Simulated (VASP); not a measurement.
# Sr (P6_3/mmc) in VASP: a series of runs

Runs on Sr. Level: PBEsol. Tasks: single point.

Everything below comes from runs of VASP 6.6.1. Logs are shortened: lines on timing, memory, paths and dates and some standing lists are left out, and cuts for length are marked.

### Step 1. The cell of the first run

The structure is hexagonal, space group P6_3/mmc (No. 194). Conventional cell: a = 4.020 Å, b = 4.020 Å, c = 13.155 Å, α = 90.00°, β = 90.00°, γ = 120.00°. Sr (site symmetry -3m) has 12 Sr at 4.02 to 4.03 Å within 5.3 Å. Sr (site symmetry -6m2) has 12 Sr at 4.02 to 4.03 Å within 5.3 Å.

This isn't the form of Sr at room conditions, which is fcc.

### Step 2. Single point, PBEsol (46.03 Å³/atom)

The input, INCAR:

```
PREC = Accurate
ENCUT = 520
EDIFF = 1E-6
ISMEAR = -1
SIGMA = 0.1
LREAL = False
LASPH = True
NELM = 80
ALGO = Normal
ISIF = 2
LWAVE = False
LCHARG = False
GGA = PS
NBANDS = 28
```

The input, KPOINTS:

```
regular mesh
0
Gamma
  10 10 3
```

The input, POSCAR:

```
Sr
1.0
    4.0199817828      0.0000000000      0.0000000000
   -2.0099908914      3.4814063466      0.0000000000
    0.0000000000      0.0000000000     13.1549960574
Sr
4
Direct
    1.0000000000      0.0000000000      1.0000000000
    1.0000000000      1.0000000000      0.5000000000
    0.3333333333      0.6666666667      0.2500000000
    0.6666666667      0.3333333333      0.7500000000
```

Potentials or basis: VASP PAW PBE potentials, release 64 (Sr_sv).

Launch:

```bash
$ cat potpaw_PBE.64/Sr_sv/POTCAR > POTCAR
$ mpirun -np 1 vasp_std > vasp.out
```

OUTCAR:

```text
PREC = Accurate
   ENCUT = 520
   EDIFF = 1E-6
   ISMEAR = -1
   LREAL = False
   LASPH = True
   NELM = 80
   ISIF = 2
   GGA = PS

 ion  position               nearest neighbor table
   1  0.000  0.000  0.000-   3 4.03   4 4.03   3 4.03   4 4.03   4 4.03   3 4.03
   2  0.000  0.000  0.500-   3 4.03   4 4.03   3 4.03   4 4.03   4 4.03   3 4.03
   3  0.333  0.667  0.250-   1 4.03   2 4.03   1 4.03   2 4.03   1 4.03   2 4.03
   4  0.667  0.333  0.750-   1 4.03   2 4.03   1 4.03   2 4.03   1 4.03   2 4.03

  LATTYP: Found a hexagonal cell.
 ALAT       =     4.0199817828
 C/A-ratio  =     3.2724019083

  Lattice vectors:

 A1 = (   4.0199817828,   0.0000000000,   0.0000000000)
 A2 = (  -2.0099908914,   3.4814063466,   0.0000000000)
 A3 = (   0.0000000000,   0.0000000000,  13.1549960574)

Analysis of symmetry for initial positions (statically):
=====================================================================
 Subroutine PRICEL returns:
 Original cell was already a primitive cell.

 Routine SETGRP: Setting up the symmetry group for a
 hexagonal supercell.

 Subroutine GETGRP returns: Found 24 space group operations
 (whereof 12 operations were pure point group operations)
 out of a pool of 24 trial point group operations.

The static configuration has the point symmetry D_3d.
 The point group associated with its full space group is D_6h.

Analysis of symmetry for dynamics (positions and initial velocities):
=====================================================================
 Subroutine PRICEL returns:
 Original cell was already a primitive cell.

 Routine SETGRP: Setting up the symmetry group for a
 hexagonal supercell.

 Subroutine GETGRP returns: Found 24 space group operations
 (whereof 12 operations were pure point group operations)
 out of a pool of 24 trial point group operations.

The dynamic configuration has the point symmetry D_3d.
 The point group associated with its full space group is D_6h.

 Subroutine INISYM returns: Found 24 space group operations
 (whereof 12 operations are pure point group operations),
 and found     1 'primitive' translations

----------------------------------------------------------------------------------------

                                     Primitive cell

  volume of cell :     184.1067

  direct lattice vectors                    reciprocal lattice vectors
     4.019981783  0.000000000  0.000000000     0.248757346  0.143620121  0.000000000
    -2.009990891  3.481406347  0.000000000     0.000000000  0.287240242  0.000000000
     0.000000000  0.000000000 13.154996057     0.000000000  0.000000000  0.076016746

  length of vectors
     4.019981783  4.019981783 13.154996057     0.287240242  0.287240242  0.076016746

  position of ions in fractional coordinates (direct lattice)
     0.000000000  0.000000000  0.000000000
     0.000000000  0.000000000  0.500000000
     0.333333333  0.666666667  0.250000000
     0.666666667  0.333333333  0.750000000

  ion indices of the primitive-cell ions
   primitive index   ion index
                 1           1
                 2           2
                 3           3
                 4           4

----------------------------------------------------------------------------------------

 KPOINTS: regular mesh

Automatic generation of k-mesh.
 Grid dimensions read from file:
 generate k-points for:   10   10    3

 Generating k-lattice:

  Cartesian coordinates                     Fractional coordinates (reciprocal lattice)
     0.024875735  0.014362012  0.000000000     0.100000000 -0.000000000  0.000000000
     0.000000000  0.028724024  0.000000000     0.000000000  0.100000000  0.000000000
     0.000000000  0.000000000  0.025338915     0.000000000  0.000000000  0.333333333

  Length of vectors
     0.028724024  0.028724024  0.025338915

  Shift w.r.t. Gamma in fractional coordinates (k-lattice)
     0.000000000  0.000000000  0.000000000

 Subroutine IBZKPT returns following result:
 ===========================================

 Found     28 irreducible k-points:

 Following reciprocal coordinates:
            Coordinates               Weight
  0.000000  0.000000  0.000000      1.000000
  0.100000  0.000000  0.000000      6.000000
  0.200000  0.000000  0.000000      6.000000
  0.300000  0.000000  0.000000      6.000000
  0.400000  0.000000  0.000000      6.000000
  0.500000  0.000000  0.000000      3.000000
[... 16 lines left out ...]
  0.300000  0.100000  0.333333     24.000000
  0.400000  0.100000  0.333333     24.000000
 [... further k-points ...]
   k-points           NKPTS =     28   k-points in BZ     NKDIM =     28   number of bands    NBANDS=     28
   number of dos      NEDOS =    301   number of ions     NIONS =      4
   total plane-waves  NPLWV =  88200
   dimension x,y,z NGX =    30 NGY =   30 NGZ =   98
   dimension x,y,z NGXF=    60 NGYF=   60 NGZF=  196
   ions per type =               4
   NGX,Y,Z   is equivalent  to a cutoff of  12.41, 12.41, 12.38 a.u.
   NGXF,Y,Z  is equivalent  to a cutoff of  24.81, 24.81, 24.77 a.u.
 SYSTEM =  unknown system
   PREC   = accura    normal or accurate (medium, high low for compatibility)
   ISTART =      0    job   : 0-new  1-cont  2-samecut
   ICHARG =      2    charge: 1-file 2-atom 10-const
   ISPIN  =      1    spin polarized calculation?
   LNONCOLLINEAR =      F non collinear calculations
   LSORBIT =      F    spin-orbit coupling
   LASPH  =      T    aspherical Exc in radial PAW
   ENCUT  =  520.0 eV  38.22 Ry    6.18 a.u.   7.47  7.47 24.46*2*pi/ulx,y,z
   NELM   =     80;   NELMIN=  2; NELMDL= -5     # of ELM steps
   EDIFF  = 0.1E-05   stopping-criterion for ELM
   LREAL  =      F    real-space projection
   EDIFFG = 0.1E-04   stopping-criterion for IOM
   NSW    =      0    number of steps for IOM
   IBRION =     -1    ionic relax: 0-MD 1-quasi-New 2-CG
   NFREE  =      0    steps in history (QN), initial steepest desc. (CG)
   ISIF   =      2    stress and relaxation
   ISYM   =      2    0-nonsym 1-usesym 2-fastsym
   POTIM  = 0.5000    time-step for ionic-motion
   TEBEG  =    0.0;   TEEND  =   0.0 temperature during run
   PSTRESS=    0.0 pullay stress
   NELECT =      40.0000    total number of electrons
   NUPDOWN=      -1.0000    fix difference up-down
   EMIN   =  10.00;   EMAX   =-10.00  energy-range for DOS
   EFERMI =   0.00;   METHOD = LEGACY
   ISMEAR =    -1;   SIGMA  =   0.10  broadening in eV -4-tet -1-fermi 0-gaus
   EFERMI_NEDOS =   21; number of points for ismear=-14 and -15
   IALGO  =     38    algorithm
   IMIX   =      4    mixing-type and parameters
     AMIX     =   0.40;   BMIX     =  1.00
     AMIX_MAG =   1.60;   BMIX_MAG =  1.00
  volume/ion in A,a.u.               =      46.03       310.60
  Fermi-wavevector in a.u.,A,eV,Ry     =   0.984173  1.859818 13.178568  0.968597
  Thomas-Fermi vector in A             =   2.115386
   LORBIT       =      0    0 simple, 1 ext, 2 COOP (PROOUT), +10 PAW based schemes
   GGA     = PS    functional components
   LHFCALC =     F    Hartree Fock is set to
   AEXX    =    0.0000 exact exchange contribution
   IVDW    =     0    specifies the selected vdW correction
   LEPSILON=     F    determine dielectric tensor
   LRPA    =     F    only Hartree local field effects (RPA)
 non-spin polarized calculation
  energy-cutoff  :      520.00
  volume of cell :      184.11
 maximum number of plane-waves:      5023
 NGX is ok and might be reduce to    30
   NGX = 15   NGY = 15   NGZ = 49

 number of electron      40.0000000 magnetization

 Free energy of the ion-electron system (eV)
  ---------------------------------------------------
  ext. energy  EPLUGINS =         0.00000000
  ---------------------------------------------------
  free energy    TOTEN  =        -7.29592875 eV

  energy without entropy =       -7.13493688  energy(sigma->0) =       -7.21543282

 E-fermi :   2.1239     XC(G=0):  -8.0054

 val. band max:        2.0933924644   @ k =   0.3000   0.3000   0.3333
 cond. band min:       2.1277948447   @ k =   0.4000   0.0000   0.0000
 fundamental gap:      0.0344023803
 Fermi energy:         2.1238606288

 k-point     1 :       0.0000    0.0000    0.0000
  band No.  band energies     occupation
      1     -34.0574      2.00000
      2     -34.0417      2.00000
      3     -34.0410      2.00000
      4     -34.0252      2.00000
      5     -16.2777      2.00000
      6     -16.0998      2.00000
[... 20 lines left out ...]
     27       4.5787      0.00000
     28       4.6300      0.00000

 k-point     2 :       0.1000    0.0000    0.0000
  band No.  band energies     occupation
      1     -34.0546      2.00000
      2     -34.0396      2.00000
      3     -34.0389      2.00000
      4     -34.0238      2.00000
      5     -16.2659      2.00000
      6     -16.1033      2.00000
[... 20 lines left out ...]
     27       4.6386      0.00000
     28       4.6988      0.00000

 k-point     3 :       0.2000    0.0000    0.0000
  band No.  band energies     occupation
      1     -34.0472      2.00000
      2     -34.0342      2.00000
      3     -34.0335      2.00000
      4     -34.0204      2.00000
      5     -16.2332      2.00000
      6     -16.1250      2.00000
[... 20 lines left out ...]
     27       4.6022      0.00000
     28       4.9243      0.00000

 k-point     4 :       0.3000    0.0000    0.0000
  band No.  band energies     occupation
      1     -34.0375      2.00000
      2     -34.0275      2.00000
      3     -34.0268      2.00000
      4     -34.0167      2.00000
      5     -16.2018      2.00000
      6     -16.1875      2.00000
[... 578 lines left out ...]
     27       4.3180      0.00000
     28       4.4265      0.00000

 k-point    23 :       0.3000    0.1000    0.3333
  band No.  band energies     occupation
      1     -34.0305      2.00000
      2     -34.0275      2.00000
      3     -34.0192      2.00000
      4     -34.0162      2.00000
      5     -16.2189      2.00000
      6     -16.2007      2.00000
[... 20 lines left out ...]
     27       3.9368      0.00000
     28       4.1847      0.00000

 k-point    24 :       0.4000    0.1000    0.3333
  band No.  band energies     occupation
      1     -34.0242      2.00000
      2     -34.0223      2.00000
      3     -34.0169      2.00000
      4     -34.0150      2.00000
      5     -16.2527      2.00000
      6     -16.2453      2.00000
[... 20 lines left out ...]
     27       3.7501      0.00000
     28       4.1029      0.00000

 [... further k-points ...]

------------------------ aborting loop because EDIFF is reached ----------------------------------------

  FORCE on cell =-STRESS in cart. coord.  units (eV):
  Direction    XX          YY          ZZ          XY          YZ          ZX
  --------------------------------------------------------------------------------------
  -------------------------------------------------------------------------------------
  Total        2.1840761      2.1840761      2.2468262      0.0000000     -0.0000000     -0.0000000
  in kB       19.0067924     19.0067924     19.5528715      0.0000000     -0.0000000     -0.0000000
  external PRESSURE =      19.1888188 kB  Pullay stress =       0.0000000 kB

 VOLUME and BASIS-vectors are now :
 -----------------------------------------------------------------------------
  energy-cutoff  :      520.00
  volume of cell :      184.11
      direct lattice vectors                 reciprocal lattice vectors
     4.019981783  0.000000000  0.000000000     0.248757346  0.143620121  0.000000000
    -2.009990891  3.481406347  0.000000000     0.000000000  0.287240242  0.000000000
     0.000000000  0.000000000 13.154996057     0.000000000  0.000000000  0.076016746

 POSITION                                       TOTAL-FORCE (eV/Angst)
 -----------------------------------------------------------------------------------
      0.00000      0.00000      0.00000        -0.000000      0.000000      0.000000
      0.00000      0.00000      6.57750        -0.000000      0.000000      0.000000
     -0.00000      2.32094      3.28875         0.000000      0.000000     -0.000000
      2.00999      1.16047      9.86625        -0.000000      0.000000     -0.000000
 -----------------------------------------------------------------------------------
    total drift:                               -0.000000      0.000000     -0.000000

  FREE ENERGIE OF THE ION-ELECTRON SYSTEM (eV)
  ---------------------------------------------------
  free  energy   TOTEN  =        -7.2959287541 eV

  energy  without entropy=       -7.1349368840  energy(sigma->0) =       -7.21543282
```

Wall time 65 s (1 thread of Intel Xeon 6975P-C (Granite Rapids), shared host); peak memory 0.33 GiB.

Results:

- Free energy: -7.2959 eV
- Pressure: 1.9 GPa
- Band gap on the k mesh: zero (bands 20 and 21 overlap by 0.04 eV)

Levels at points of the mesh, in eV from the Fermi level:
```tsv
k point	band 16	band 17	band 18	band 19	band 20	band 21	band 22	band 23	band 24	band 25
(0.00, 0.00, 0.00)	-18.03	-3.91	-2.81	-2.81	-1.24	0.37	1.33	1.36	2.37	2.37
(0.50, 0.00, 0.00)	-18.08	-1.20	-0.97	-0.72	-0.64	0.15	0.21	0.27	0.51	1.40
```

Caveat: the PAW data sets were made with another functional, which shifts forces and pressure a little.

(Part 1 of 3 ends here.)
